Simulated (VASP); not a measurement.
# NbP (I4_1md) in VASP: single point with PBE+D3(BJ)

Aim: the single point of NbP with PBE+D3(BJ).

Program: VASP 6.6.1. These are calculated values, not measurements. Logs are shortened: lines on timing, memory, paths and dates and some standing lists are left out, and cuts for length are marked.

## 1. The cell of the first run

Symmetry: I4_1md, No. 109, tetragonal system. Conventional cell: a = 3.316 Å, b = 3.316 Å, c = 11.251 Å, α = 90.00°, β = 90.00°, γ = 90.00°. Nb (site symmetry 2mm) has 6 P at 2.51 to 2.52 Å and 8 Nb at 3.27 to 3.32 Å within 3.4 Å. P (site symmetry 2mm) has 6 Nb at 2.51 to 2.52 Å and 8 P at 3.27 to 3.32 Å within 3.4 Å.

## 2. Single point, PBE+D3(BJ)

INCAR reads:

```
SYSTEM = NbP
  ALGO = Normal
  EDIFF = 1E-7
  ENCUT = 520
  GGA = PE
  ISIF = 2
  ISMEAR = 0
  IVDW = 12
  LASPH = .TRUE.
  LCHARG = .FALSE.
  LREAL = .FALSE.
  LWAVE = .FALSE.
  NBANDS = 26
  NELM = 80
  PREC = Accurate
  SIGMA = 0.1
```

KPOINTS reads:

```
k-points
0
G
  18 18 18
  0 0 0
```

POSCAR reads:

```
NbP
1.0
   -1.6580471960      1.6580471960      5.6255240818
    1.6580471960     -1.6580471960      5.6255240818
    1.6580471960      1.6580471960     -5.6255240818
Nb P
2 2
Direct
    0.7502518657      0.7502518657      0.0000000000
    0.5002518657      1.0002518657      0.5000000000
    0.3323767093      0.3323767093      0.0000000000
    0.0823767093      0.5823767093      0.5000000000
```

Potentials or basis: VASP PAW PBE potentials, release 64 (Nb_sv, P).

On the command line:

```console
cat potpaw_PBE.64/Nb_sv/POTCAR potpaw_PBE.64/P/POTCAR > POTCAR
mpirun -np 1 vasp_std > vasp.out
```

OUTCAR:

```text
SYSTEM = NbP
   EDIFF = 1E-7
   ENCUT = 520
   GGA = PE
   ISIF = 2
   ISMEAR = 0
   IVDW = 12
   LASPH = .TRUE.
   LREAL = .FALSE.
   NELM = 80
   PREC = Accurate
 IVDW          = 12

 ion  position               nearest neighbor table
   1  0.750  0.750  0.000-   4 2.51   4 2.51   3 2.52   3 2.52   3 2.52   3 2.52
   2  0.500  0.000  0.500-   3 2.51   3 2.51   4 2.52   4 2.52   4 2.52   4 2.52
   3  0.332  0.332  0.000-   2 2.51   2 2.51   1 2.52   1 2.52   1 2.52   1 2.52
   4  0.082  0.582  0.500-   1 2.51   1 2.51   2 2.52   2 2.52   2 2.52   2 2.52

  LATTYP: Found a body centered tetragonal cell.
 ALAT       =     3.3160943920
 C/A-ratio  =     3.3928612499

  Lattice vectors:

 A1 = (  -1.6580471960,   1.6580471960,   5.6255240818)
 A2 = (   1.6580471960,  -1.6580471960,   5.6255240818)
 A3 = (   1.6580471960,   1.6580471960,  -5.6255240818)

Analysis of symmetry for initial positions (statically):
=====================================================================
 Subroutine PRICEL returns:
 Original cell was already a primitive cell.

 Routine SETGRP: Setting up the symmetry group for a
 body centered tetragonal supercell.

 Subroutine GETGRP returns: Found  8 space group operations
 (whereof  4 operations were pure point group operations)
 out of a pool of 16 trial point group operations.

The static configuration has the point symmetry C_2v.
 The point group associated with its full space group is C_4v.

Analysis of symmetry for dynamics (positions and initial velocities):
=====================================================================
 Subroutine PRICEL returns:
 Original cell was already a primitive cell.

 Routine SETGRP: Setting up the symmetry group for a
 body centered tetragonal supercell.

 Subroutine GETGRP returns: Found  8 space group operations
 (whereof  4 operations were pure point group operations)
 out of a pool of 16 trial point group operations.

The dynamic configuration has the point symmetry C_2v.
 The point group associated with its full space group is C_4v.

 Subroutine INISYM returns: Found  8 space group operations
 (whereof  4 operations are pure point group operations),
 and found     1 'primitive' translations

----------------------------------------------------------------------------------------

                                     Primitive cell

  volume of cell :      61.8610

  direct lattice vectors                    reciprocal lattice vectors
    -1.658047196  1.658047196  5.625524082     0.000000000  0.301559570  0.088880608
     1.658047196 -1.658047196  5.625524082     0.301559570  0.000000000  0.088880608
     1.658047196  1.658047196 -5.625524082     0.301559570  0.301559570  0.000000000

  length of vectors
     6.094650294  6.094650294  6.094650294     0.314385014  0.314385014  0.426469634

  position of ions in fractional coordinates (direct lattice)
     0.750251866  0.750251866  0.000000000
     0.500251866  0.000251866  0.500000000
     0.332376709  0.332376709  0.000000000
     0.082376709  0.582376709  0.500000000

  ion indices of the primitive-cell ions
   primitive index   ion index
                 1           1
                 2           2
                 3           3
                 4           4

----------------------------------------------------------------------------------------

 KPOINTS: k-points

Automatic generation of k-mesh.
 Grid dimensions read from file:
 generate k-points for:   18   18   18

 Generating k-lattice:

  Cartesian coordinates                     Fractional coordinates (reciprocal lattice)
     0.000000000  0.016753309  0.004937812     0.055555556  0.000000000  0.000000000
     0.016753309  0.000000000  0.004937812     0.000000000  0.055555556  0.000000000
     0.016753309  0.016753309  0.000000000     0.000000000  0.000000000  0.055555556

  Length of vectors
     0.017465834  0.017465834  0.023692757

  Shift w.r.t. Gamma in fractional coordinates (k-lattice)
     0.000000000  0.000000000  0.000000000

 Subroutine IBZKPT returns following result:
 ===========================================

 Found    480 irreducible k-points:

 Following reciprocal coordinates:
            Coordinates               Weight
  0.000000  0.000000  0.000000      1.000000
  0.055556  0.000000 -0.000000      8.000000
  0.111111  0.000000 -0.000000      8.000000
  0.166667  0.000000 -0.000000      8.000000
  0.222222  0.000000  0.000000      8.000000
  0.277778 -0.000000  0.000000      8.000000
[... 16 lines left out ...]
 -0.277778  0.055556 -0.000000     16.000000
 -0.222222  0.055556  0.000000     16.000000
 [... further k-points ...]
   k-points           NKPTS =    480   k-points in BZ     NKDIM =    480   number of bands    NBANDS=     26
   number of dos      NEDOS =    301   number of ions     NIONS =      4
   total plane-waves  NPLWV = 110592
   dimension x,y,z NGX =    48 NGY =   48 NGZ =   48
   dimension x,y,z NGXF=    96 NGYF=   96 NGZF=   96
   ions per type =               2   2
   NGX,Y,Z   is equivalent  to a cutoff of  13.09, 13.09, 13.09 a.u.
   NGXF,Y,Z  is equivalent  to a cutoff of  26.19, 26.19, 26.19 a.u.
 SYSTEM =  NbP
   PREC   = accura    normal or accurate (medium, high low for compatibility)
   ISTART =      0    job   : 0-new  1-cont  2-samecut
   ICHARG =      2    charge: 1-file 2-atom 10-const
   ISPIN  =      1    spin polarized calculation?
   LNONCOLLINEAR =      F non collinear calculations
   LSORBIT =      F    spin-orbit coupling
   LASPH  =      T    aspherical Exc in radial PAW
   ENCUT  =  520.0 eV  38.22 Ry    6.18 a.u.  11.33 11.33 11.33*2*pi/ulx,y,z
   NELM   =     80;   NELMIN=  2; NELMDL= -5     # of ELM steps
   EDIFF  = 0.1E-06   stopping-criterion for ELM
   LREAL  =      F    real-space projection
   EDIFFG = 0.1E-05   stopping-criterion for IOM
   NSW    =      0    number of steps for IOM
   IBRION =     -1    ionic relax: 0-MD 1-quasi-New 2-CG
   NFREE  =      0    steps in history (QN), initial steepest desc. (CG)
   ISIF   =      2    stress and relaxation
   ISYM   =      2    0-nonsym 1-usesym 2-fastsym
   POTIM  = 0.5000    time-step for ionic-motion
   TEBEG  =    0.0;   TEEND  =   0.0 temperature during run
   PSTRESS=    0.0 pullay stress
   NELECT =      36.0000    total number of electrons
   NUPDOWN=      -1.0000    fix difference up-down
   EMIN   =  10.00;   EMAX   =-10.00  energy-range for DOS
   EFERMI =   0.00;   METHOD = LEGACY
   ISMEAR =     0;   SIGMA  =   0.10  broadening in eV -4-tet -1-fermi 0-gaus
   EFERMI_NEDOS =   21; number of points for ismear=-14 and -15
   IALGO  =     38    algorithm
   IMIX   =      4    mixing-type and parameters
     AMIX     =   0.40;   BMIX     =  1.00
     AMIX_MAG =   1.60;   BMIX_MAG =  1.00
  volume/ion in A,a.u.               =      15.47       104.36
  Fermi-wavevector in a.u.,A,eV,Ry     =   1.366795  2.582868 25.417436  1.868129
  Thomas-Fermi vector in A             =   2.492904
   LORBIT       =      0    0 simple, 1 ext, 2 COOP (PROOUT), +10 PAW based schemes
   GGA     = PE    functional components
   LHFCALC =     F    Hartree Fock is set to
   AEXX    =    0.0000 exact exchange contribution
   IVDW    =    12    specifies the selected vdW correction
   LEPSILON=     F    determine dielectric tensor
   LRPA    =     F    only Hartree local field effects (RPA)
 non-spin polarized calculation
 Gauss-broadening in eV      SIGMA  =   0.10
  energy-cutoff  :      520.00
  volume of cell :       61.86
 maximum number of plane-waves:      1692
 NGX is ok and might be reduce to    48
   NGX = 23   NGY = 23   NGZ = 23

 number of electron      36.0000001 magnetization

 Free energy of the ion-electron system (eV)
  ---------------------------------------------------
  ext. energy  EPLUGINS =         0.00000000
  ---------------------------------------------------
  free energy    TOTEN  =       -35.28142425 eV

  energy without entropy =      -35.27933457  energy(sigma->0) =      -35.28037941

 E-fermi :  11.1071     XC(G=0): -12.1885

 val. band max:       11.1050979204   @ k =  -0.1667   0.3333   0.1667
 cond. band min:      11.1213530842   @ k =  -0.2222   0.2778   0.2222
 fundamental gap:      0.0162551637
 Fermi energy:        11.1071031274

 k-point     1 :       0.0000    0.0000    0.0000
  band No.  band energies     occupation
      1     -43.7290      2.00000
      2     -43.6821      2.00000
      3     -20.0485      2.00000
      4     -19.8063      2.00000
      5     -19.8063      2.00000
      6     -19.6521      2.00000
[... 18 lines left out ...]
     25      15.3392      0.00000
     26      15.3392      0.00000

 k-point     2 :       0.0556    0.0000   -0.0000
  band No.  band energies     occupation
      1     -43.7281      2.00000
      2     -43.6818      2.00000
      3     -20.0452      2.00000
      4     -19.8159      2.00000
      5     -19.8056      2.00000
      6     -19.6617      2.00000
[... 18 lines left out ...]
     25      15.3255      0.00000
     26      15.5043      0.00000

 k-point     3 :       0.1111    0.0000   -0.0000
  band No.  band energies     occupation
      1     -43.7255      2.00000
      2     -43.6808      2.00000
      3     -20.0357      2.00000
      4     -19.8430      2.00000
      5     -19.8034      2.00000
      6     -19.6881      2.00000
[... 18 lines left out ...]
     25      15.4753      0.00000
     26      15.9279      0.00000

 k-point     4 :       0.1667    0.0000   -0.0000
  band No.  band energies     occupation
      1     -43.7216      2.00000
      2     -43.6795      2.00000
      3     -20.0226      2.00000
      4     -19.8825      2.00000
      5     -19.8001      2.00000
      6     -19.7264      2.00000
[... 18 lines left out ...]
     25      15.7768      0.00000
     26      16.4761      0.00000
[... 496 lines left out ...]
      1     -43.7056      2.00000
      2     -43.6742      2.00000
      3     -20.0668      2.00000
      4     -19.9417      2.00000
      5     -19.8474      2.00000
      6     -19.7962      2.00000
[... 18 lines left out ...]
     25      16.0750      0.00000
     26      17.6860      0.00000

 k-point    23 :      -0.2778    0.0556   -0.0000
  band No.  band energies     occupation
      1     -43.7110      2.00000
      2     -43.6754      2.00000
      3     -20.0291      2.00000
      4     -19.9424      2.00000
      5     -19.8150      2.00000
      6     -19.8002      2.00000
[... 18 lines left out ...]
     25      16.2310      0.00000
     26      17.3778      0.00000

 k-point    24 :      -0.2222    0.0556    0.0000
  band No.  band energies     occupation
      1     -43.7164      2.00000
      2     -43.6770      2.00000
      3     -20.0151      2.00000
      4     -19.9222      2.00000
      5     -19.8048      2.00000
      6     -19.7709      2.00000
[... 18 lines left out ...]
     25      16.1357      0.00000
     26      16.9164      0.00000

 [... further k-points ...]

------------------------ aborting loop because EDIFF is reached ----------------------------------------

 Edisp (eV)   -2.57759

 E8    (eV) :    -1.1363

  FORCE on cell =-STRESS in cart. coord.  units (eV):
  Direction    XX          YY          ZZ          XY          YZ          ZX
  --------------------------------------------------------------------------------------
  -------------------------------------------------------------------------------------
  Total      -0.18495    -0.18495    -0.16111     0.00000     0.00000     0.00000
  in kB      -4.79027    -4.79027    -4.17269     0.00000     0.00000     0.00000
  external pressure =       -4.58 kB  Pullay stress =        0.00 kB

 VOLUME and BASIS-vectors are now :
 -----------------------------------------------------------------------------
  energy-cutoff  :      520.00
  volume of cell :       61.86
      direct lattice vectors                 reciprocal lattice vectors
    -1.658047196  1.658047196  5.625524082     0.000000000  0.301559570  0.088880608
     1.658047196 -1.658047196  5.625524082     0.301559570  0.000000000  0.088880608
     1.658047196  1.658047196 -5.625524082     0.301559570  0.301559570  0.000000000

 POSITION                                       TOTAL-FORCE (eV/Angst)
 -----------------------------------------------------------------------------------
      0.00000      0.00000      8.44112        -0.000000     -0.000000     -0.002648
      0.00000      1.65805      0.00283        -0.000000     -0.000000     -0.002648
      0.00000      0.00000      3.73959        -0.000000      0.000000      0.002648
      1.65805      0.00000      0.92682         0.000000     -0.000000      0.002648
 -----------------------------------------------------------------------------------
    total drift:                                0.000000      0.000000     -0.000105

  FREE ENERGIE OF THE ION-ELECTRON SYSTEM (eV)
  ---------------------------------------------------
  free  energy   TOTEN  =       -37.8590151195 eV

  energy  without entropy=      -37.8569254372  energy(sigma->0) =      -37.85797028
```

It took 37 min on 1 thread of Intel Xeon Platinum 8259CL at 2.50GHz (Skylake/Cascade Lake), shared host; peak memory 0.81 GiB.

Results:

| Item | Value |
| --- | --- |
| Free energy | -37.8590 eV |
| Pressure | -0.5 GPa |
| Band gap on the k mesh | zero (bands 18 and 19 overlap by 0.08 eV) |
| Dispersion energy per atom | -0.644 eV |

Forces in eV/Å, atoms in the order of the input:
```
Nb   0.000  0.000 -0.003
Nb   0.000  0.000 -0.003
P    0.000  0.000  0.003
P    0.000  0.000  0.003
```

Levels at points of the mesh, in eV from the Fermi level:
```tsv
k point	band 14	band 15	band 16	band 17	band 18	band 19	band 20	band 21	band 22	band 23
(0.00, 0.00, 0.00)	-2.30	-2.23	-1.74	-1.38	-1.38	0.81	1.66	2.82	3.26	3.26
(0.50, 0.00, 0.00)	-3.36	-2.42	-1.87	-1.56	-0.06	0.05	1.37	2.61	2.75	3.42
(0.50, 0.50, 0.00)	-4.74	-2.86	-2.86	-0.44	-0.44	3.11	3.11	3.23	3.23	4.31
(0.50, 0.50, 0.50)	-2.81	-2.80	-2.80	-0.52	-0.52	1.21	1.21	2.46	2.46	3.84
```
